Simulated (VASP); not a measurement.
# Cr (P6_3/mmc) in VASP: further runs

The runs below take Cr through single point, with LDA.

Program: VASP 6.6.1. These are calculated values, not measurements. Logs are shortened: lines on timing, memory, paths and dates and some standing lists are left out, and cuts for length are marked.

## (1) The cell of the first run

It takes space group P6_3/mmc (No. 194, hexagonal). Conventional cell: a = 2.433 Å, b = 2.433 Å, c = 3.953 Å, α = 90.00°, β = 90.00°, γ = 120.00°. Cr (site symmetry -6m2) has 12 Cr at 2.42 to 2.43 Å within 3.2 Å.

This isn't the form of Cr at room conditions, which is bcc.

## (2) Single point, LDA (10.13 Å³/atom)

The input, INCAR:

```
ALGO = Normal
EDIFF = 1E-6
ENCUT = 520
ISIF = 2
ISMEAR = -1
LASPH = True
LCHARG = False
LREAL = False
LWAVE = False
NBANDS = 19
NELM = 100
PREC = Accurate
SIGMA = 0.03
```

The input, KPOINTS:

```
k-points
0
Gamma
  12 12 7
```

The input, POSCAR:

```
Cr
1.0
    2.4325064964      0.0000000000      0.0000000000
   -1.2162532482      2.1066124208      0.0000000000
    0.0000000000      0.0000000000      3.9525989865
Cr
2
Direct
    0.3333333333      0.6666666667      0.2500000000
    0.6666666667      0.3333333333      0.7500000000
```

Potentials or basis: VASP PAW LDA potentials, release 64 (Cr_pv).

Launch:

```
$ cat potpaw_LDA.64/Cr_pv/POTCAR > POTCAR
$ mpirun -np 1 vasp_std > vasp.out
```

OUTCAR:

```text
EDIFF = 1E-6
   ENCUT = 520
   ISIF = 2
   ISMEAR = -1
   LASPH = True
   LREAL = False
   NELM = 100
   PREC = Accurate

 ion  position               nearest neighbor table
   1  0.333  0.667  0.250-   2 2.42   2 2.42   2 2.42   2 2.42   2 2.42   2 2.42
   2  0.667  0.333  0.750-   1 2.42   1 2.42   1 2.42   1 2.42   1 2.42   1 2.42

  LATTYP: Found a hexagonal cell.
 ALAT       =     2.4325064964
 C/A-ratio  =     1.6249078851

  Lattice vectors:

 A1 = (   2.4325064964,   0.0000000000,   0.0000000000)
 A2 = (  -1.2162532482,   2.1066124208,   0.0000000000)
 A3 = (   0.0000000000,   0.0000000000,   3.9525989865)

Analysis of symmetry for initial positions (statically):
=====================================================================
 Subroutine PRICEL returns:
 Original cell was already a primitive cell.

 Routine SETGRP: Setting up the symmetry group for a
 hexagonal supercell.

 Subroutine GETGRP returns: Found 24 space group operations
 (whereof 12 operations were pure point group operations)
 out of a pool of 24 trial point group operations.

The static configuration has the point symmetry D_3d.
 The point group associated with its full space group is D_6h.

Analysis of symmetry for dynamics (positions and initial velocities):
=====================================================================
 Subroutine PRICEL returns:
 Original cell was already a primitive cell.

 Routine SETGRP: Setting up the symmetry group for a
 hexagonal supercell.

 Subroutine GETGRP returns: Found 24 space group operations
 (whereof 12 operations were pure point group operations)
 out of a pool of 24 trial point group operations.

The dynamic configuration has the point symmetry D_3d.
 The point group associated with its full space group is D_6h.

 Subroutine INISYM returns: Found 24 space group operations
 (whereof 12 operations are pure point group operations),
 and found     1 'primitive' translations

----------------------------------------------------------------------------------------

                                     Primitive cell

  volume of cell :      20.2545

  direct lattice vectors                    reciprocal lattice vectors
     2.432506496  0.000000000  0.000000000     0.411098594  0.237347884  0.000000000
    -1.216253248  2.106612421  0.000000000     0.000000000  0.474695768  0.000000000
     0.000000000  0.000000000  3.952598986     0.000000000  0.000000000  0.252998091

  length of vectors
     2.432506496  2.432506496  3.952598986     0.474695768  0.474695768  0.252998091

  position of ions in fractional coordinates (direct lattice)
     0.333333333  0.666666667  0.250000000
     0.666666667  0.333333333  0.750000000

  ion indices of the primitive-cell ions
   primitive index   ion index
                 1           1
                 2           2

----------------------------------------------------------------------------------------

 KPOINTS: k-points

Automatic generation of k-mesh.
 Grid dimensions read from file:
 generate k-points for:   12   12    7

 Generating k-lattice:

  Cartesian coordinates                     Fractional coordinates (reciprocal lattice)
     0.034258216  0.019778990  0.000000000     0.083333333 -0.000000000  0.000000000
     0.000000000  0.039557981  0.000000000     0.000000000  0.083333333  0.000000000
     0.000000000  0.000000000  0.036142584     0.000000000  0.000000000  0.142857143

  Length of vectors
     0.039557981  0.039557981  0.036142584

  Shift w.r.t. Gamma in fractional coordinates (k-lattice)
     0.000000000  0.000000000  0.000000000

 Subroutine IBZKPT returns following result:
 ===========================================

 Found     76 irreducible k-points:

 Following reciprocal coordinates:
            Coordinates               Weight
  0.000000  0.000000  0.000000      1.000000
  0.083333 -0.000000  0.000000      6.000000
  0.166667  0.000000  0.000000      6.000000
  0.250000 -0.000000  0.000000      6.000000
  0.333333  0.000000  0.000000      6.000000
  0.416667  0.000000  0.000000      6.000000
[... 16 lines left out ...]
  0.250000 -0.000000  0.142857     12.000000
  0.333333  0.000000  0.142857     12.000000
 [... further k-points ...]
   k-points           NKPTS =     76   k-points in BZ     NKDIM =     76   number of bands    NBANDS=     19
   number of dos      NEDOS =    301   number of ions     NIONS =      2
   total plane-waves  NPLWV =   9720
   dimension x,y,z NGX =    18 NGY =   18 NGZ =   30
   dimension x,y,z NGXF=    36 NGYF=   36 NGZF=   60
   ions per type =               2
   NGX,Y,Z   is equivalent  to a cutoff of  12.30, 12.30, 12.62 a.u.
   NGXF,Y,Z  is equivalent  to a cutoff of  24.60, 24.60, 25.24 a.u.
 SYSTEM =  unknown system
   PREC   = accura    normal or accurate (medium, high low for compatibility)
   ISTART =      0    job   : 0-new  1-cont  2-samecut
   ICHARG =      2    charge: 1-file 2-atom 10-const
   ISPIN  =      1    spin polarized calculation?
   LNONCOLLINEAR =      F non collinear calculations
   LSORBIT =      F    spin-orbit coupling
   LASPH  =      T    aspherical Exc in radial PAW
   ENCUT  =  520.0 eV  38.22 Ry    6.18 a.u.   4.52  4.52  7.35*2*pi/ulx,y,z
   NELM   =    100;   NELMIN=  2; NELMDL= -5     # of ELM steps
   EDIFF  = 0.1E-05   stopping-criterion for ELM
   LREAL  =      F    real-space projection
   EDIFFG = 0.1E-04   stopping-criterion for IOM
   NSW    =      0    number of steps for IOM
   IBRION =     -1    ionic relax: 0-MD 1-quasi-New 2-CG
   NFREE  =      0    steps in history (QN), initial steepest desc. (CG)
   ISIF   =      2    stress and relaxation
   ISYM   =      2    0-nonsym 1-usesym 2-fastsym
   POTIM  = 0.5000    time-step for ionic-motion
   TEBEG  =    0.0;   TEEND  =   0.0 temperature during run
   PSTRESS=    0.0 pullay stress
   NELECT =      24.0000    total number of electrons
   NUPDOWN=      -1.0000    fix difference up-down
   EMIN   =  10.00;   EMAX   =-10.00  energy-range for DOS
   EFERMI =   0.00;   METHOD = LEGACY
   ISMEAR =    -1;   SIGMA  =   0.03  broadening in eV -4-tet -1-fermi 0-gaus
   EFERMI_NEDOS =   21; number of points for ismear=-14 and -15
   IALGO  =     38    algorithm
   IMIX   =      4    mixing-type and parameters
     AMIX     =   0.40;   BMIX     =  1.00
     AMIX_MAG =   1.60;   BMIX_MAG =  1.00
  volume/ion in A,a.u.               =      10.13        68.34
  Fermi-wavevector in a.u.,A,eV,Ry     =   1.732360  3.273685 40.832045  3.001071
  Thomas-Fermi vector in A             =   2.806551
   LORBIT       =      0    0 simple, 1 ext, 2 COOP (PROOUT), +10 PAW based schemes
   GGA     = CA    functional components
   LHFCALC =     F    Hartree Fock is set to
   AEXX    =    0.0000 exact exchange contribution
   IVDW    =     0    specifies the selected vdW correction
   LEPSILON=     F    determine dielectric tensor
   LRPA    =     F    only Hartree local field effects (RPA)
 non-spin polarized calculation
  energy-cutoff  :      520.00
  volume of cell :       20.25
 maximum number of plane-waves:       565
   NGX =  9   NGY =  9   NGZ = 15

 number of electron      24.0000022 magnetization

 Free energy of the ion-electron system (eV)
  ---------------------------------------------------
  ext. energy  EPLUGINS =         0.00000000
  ---------------------------------------------------
  free energy    TOTEN  =       -20.14862290 eV

  energy without entropy =      -20.13875479  energy(sigma->0) =      -20.14368884

 E-fermi :  12.5598     XC(G=0): -14.7669

 val. band max:       12.5378273390   @ k =   0.2500   0.1667   0.2857
 cond. band min:      12.5708693882   @ k =   0.1667   0.1667   0.2857
 fundamental gap:      0.0330420492
 Fermi energy:        12.5598321411

 k-point     1 :       0.0000    0.0000    0.0000
  band No.  band energies     occupation
      1     -30.5316      2.00000
      2     -29.2939      2.00000
      3     -29.2939      2.00000
      4     -29.1110      2.00000
      5     -29.1110      2.00000
      6     -29.0795      2.00000
[... 11 lines left out ...]
     18      15.3223      0.00000
     19      18.5483      0.00000

 k-point     2 :       0.0833   -0.0000    0.0000
  band No.  band energies     occupation
      1     -30.4988      2.00000
      2     -29.3680      2.00000
      3     -29.3171      2.00000
      4     -29.1877      2.00000
      5     -29.1211      2.00000
      6     -29.0909      2.00000
[... 11 lines left out ...]
     18      16.6110      0.00000
     19      18.5493      0.00000

 k-point     3 :       0.1667    0.0000    0.0000
  band No.  band energies     occupation
      1     -30.4050      2.00000
      2     -29.5712      2.00000
      3     -29.3914      2.00000
      4     -29.3783      2.00000
      5     -29.1504      2.00000
      6     -29.1261      2.00000
[... 11 lines left out ...]
     18      18.5296      0.00000
     19      18.5487      0.00000

 k-point     4 :       0.2500   -0.0000    0.0000
  band No.  band energies     occupation
      1     -30.2643      2.00000
      2     -29.8501      2.00000
      3     -29.6571      2.00000
      4     -29.4581      2.00000
      5     -29.1933      2.00000
      6     -29.1863      2.00000
[... 11 lines left out ...]
     18      18.5482      0.00000
     19      18.5493      0.00000

 k-point     5 :       0.3333    0.0000    0.0000
  band No.  band energies     occupation
      1     -30.1284      2.00000
      2     -30.0994      2.00000
      3     -29.9110      2.00000
      4     -29.5350      2.00000
      5     -29.2702      2.00000
      6     -29.2382      2.00000
[... 11 lines left out ...]
     18      18.5482      0.00000
     19      18.5493      0.00000
[... 334 lines left out ...]
      2     -29.3572      2.00000
      3     -29.3075      2.00000
      4     -29.2328      2.00000
      5     -29.1309      2.00000
      6     -29.1281      2.00000
[... 11 lines left out ...]
     18      16.2688      0.00000
     19      18.5492      0.00000

 k-point    22 :       0.1667    0.0000    0.1429
  band No.  band energies     occupation
      1     -30.3545      2.00000
      2     -29.5545      2.00000
      3     -29.4336      2.00000
      4     -29.3672      2.00000
      5     -29.1618      2.00000
      6     -29.1561      2.00000
[... 11 lines left out ...]
     18      17.8522      0.00000
     19      18.5494      0.00000

 k-point    23 :       0.2500   -0.0000    0.1429
  band No.  band energies     occupation
      1     -30.2494      2.00000
      2     -29.8136      2.00000
      3     -29.6914      2.00000
      4     -29.4452      2.00000
      5     -29.2066      2.00000
      6     -29.2052      2.00000
[... 11 lines left out ...]
     18      18.5475      0.00000
     19      18.5494      0.00000

 k-point    24 :       0.3333    0.0000    0.1429
  band No.  band energies     occupation
      1     -30.2354      2.00000
      2     -30.0020      2.00000
      3     -29.8958      2.00000
      4     -29.5205      2.00000
      5     -29.2748      2.00000
      6     -29.2532      2.00000
[... 11 lines left out ...]
     18      18.5481      0.00000
     19      18.5493      0.00000

 [... further k-points ...]
[... 5 lines left out ...]
  --------------------------------------------------------------------------------------
  -------------------------------------------------------------------------------------
  Total        3.5061036      3.5061036      4.8257783      0.0000000      0.0000000      0.0000000
  in kB      277.3408983    277.3408983    381.7302212      0.0000000      0.0000000      0.0000000
  external PRESSURE =     312.1373393 kB  Pullay stress =       0.0000000 kB

 VOLUME and BASIS-vectors are now :
 -----------------------------------------------------------------------------
  energy-cutoff  :      520.00
  volume of cell :       20.25
      direct lattice vectors                 reciprocal lattice vectors
     2.432506496  0.000000000  0.000000000     0.411098594  0.237347884  0.000000000
    -1.216253248  2.106612421  0.000000000     0.000000000  0.474695768  0.000000000
     0.000000000  0.000000000  3.952598986     0.000000000  0.000000000  0.252998091

 POSITION                                       TOTAL-FORCE (eV/Angst)
 -----------------------------------------------------------------------------------
     -0.00000      1.40441      0.98815         0.000000     -0.000000      0.000000
      1.21625      0.70220      2.96445        -0.000000      0.000000      0.000000
 -----------------------------------------------------------------------------------
    total drift:                               -0.000000      0.000000     -0.000000

  FREE ENERGIE OF THE ION-ELECTRON SYSTEM (eV)
  ---------------------------------------------------
  free  energy   TOTEN  =       -20.1486228977 eV

  energy  without entropy=      -20.1387547876  energy(sigma->0) =      -20.14368884
```

Run time: 11 s. Hardware: 1 thread of Intel Xeon 6975P-C (Granite Rapids), shared host; peak memory 0.13 GiB.

What came out:

```
Free energy            : -20.1486 eV
Pressure               : 31.2 GPa
Band gap on the k mesh : zero (bands 12 and 13 overlap by 1.67 eV)
```

Caveat: the cell stands under pressure; the run has no spin polarisation, though such a crystal can be magnetic. Spin polarisation is off, so any magnetic state and its effect on volume and gap are missing.

## (3) Single point, LDA (11.25 Å³/atom)

This run uses another cell than the first one, of 11.25 Å³/atom.

The input, INCAR:

```
SYSTEM = Cr
PREC = Accurate
ENCUT = 520
EDIFF = 1E-6
ISMEAR = -1
SIGMA = 0.03
LREAL = .False.
LASPH = .True.
NELM = 100
ALGO = Normal
ISIF = 2
LWAVE = .False.
LCHARG = .False.
NBANDS = 19
```

The input, KPOINTS:

```
Automatic mesh
0
Gamma
  12 12 7
  0 0 0
```

The input, POSCAR:

```
Cr
1.0
    2.5194544189      0.0000000000      0.0000000000
   -1.2597272094      2.1819115305      0.0000000000
    0.0000000000      0.0000000000      4.0938813512
Cr
2
Direct
    0.3333333333      0.6666666667      0.2500000000
    0.6666666667      0.3333333333      0.7500000000
```

Potentials or basis: VASP PAW LDA potentials, release 64 (Cr_pv).

Launch:

```
$ cat potpaw_LDA.64/Cr_pv/POTCAR > POTCAR
$ mpirun -np 1 vasp_std > vasp.out
```

It took 12 s on 1 thread of Intel Xeon 6975P-C (Granite Rapids), shared host; peak memory 0.14 GiB.

Results (log left out):

| Property | Result |
| --- | --- |
| Free energy | -20.3266 eV |
| Pressure | -3.1 GPa |
| Band gap on the k mesh | zero (bands 12 and 13 overlap by 1.35 eV) |

Stress tensor (GPa, compression positive):
```
-6.49  0.00  0.00
 0.00 -6.49  0.00
 0.00  0.00  3.55
```

Levels at points of the mesh, in eV from the Fermi level:
```tsv
k point	band 10	band 11	band 12	band 13	band 14	band 15
(0.00, 0.00, 0.00)	-0.47	-0.47	0.06	0.06	0.68	0.68
(0.50, 0.00, 0.00)	-0.88	-0.67	-0.47	0.12	2.67	2.82
```

Caveat: the cell stands under tension; the run has no spin polarisation, though such a crystal can be magnetic. Spin polarisation is off, so any magnetic state and its effect on volume and gap are missing.

## (4) Single point, LDA (11.96 Å³/atom)

This run uses another cell than the first one, of 11.96 Å³/atom.

The input, INCAR:

```
PREC = Accurate ; ENCUT = 520
EDIFF = 1E-6 ; ISMEAR = -1
SIGMA = 0.03 ; LREAL = F
LASPH = T ; NELM = 60
ALGO = Normal ; ISIF = 2
LWAVE = F ; LCHARG = F
GGA = CA ; NBANDS = 19
```

The input, KPOINTS:

```
regular mesh
0
Gamma
  12 12 7
```

The input, POSCAR:

```
Cr
1.0
    2.5708859957      0.0000000000      0.0000000000
   -1.2854429979      2.2264525826      0.0000000000
    0.0000000000      0.0000000000      4.1774529260
Cr
2
Direct
    0.3333333333      0.6666666667      0.2500000000
    0.6666666667      0.3333333333      0.7500000000
```

Launch:

```
$ cat potpaw_LDA.64/Cr_pv/POTCAR > POTCAR
$ mpirun -np 1 vasp_std > vasp.out
```

Run time: 11 s. Hardware: 1 thread of Intel Xeon 6975P-C (Granite Rapids), shared host; peak memory 0.14 GiB.

It converged, with:

```
Free energy            : -20.2354 eV
Pressure               : -17.1 GPa
Band gap on the k mesh : zero (bands 12 and 13 overlap by 1.21 eV)
```

Stress tensor (GPa, compression positive):
```
-20.29   0.00   0.00
  0.00 -20.29   0.00
  0.00   0.00 -10.62
```

Levels at points of the mesh, in eV from the Fermi level:
| k point | band 9 | band 10 | band 11 | band 12 | band 13 | band 14 | band 15 | band 16 |
| --- | --- | --- | --- | --- | --- | --- | --- | --- |
| (0.00, 0.00, 0.00) | -0.43 | -0.42 | -0.42 | 0.07 | 0.07 | 0.64 | 0.64 | 0.92 |
| (0.50, 0.00, 0.00) | -3.20 | -0.90 | -0.60 | -0.43 | 0.11 | 2.45 | 2.59 | 2.67 |

Caveat: the cell stands under tension; the run has no spin polarisation, though such a crystal can be magnetic. Spin polarisation is off, so any magnetic state and its effect on volume and gap are missing.

(Part 1 of 2 ends here.)
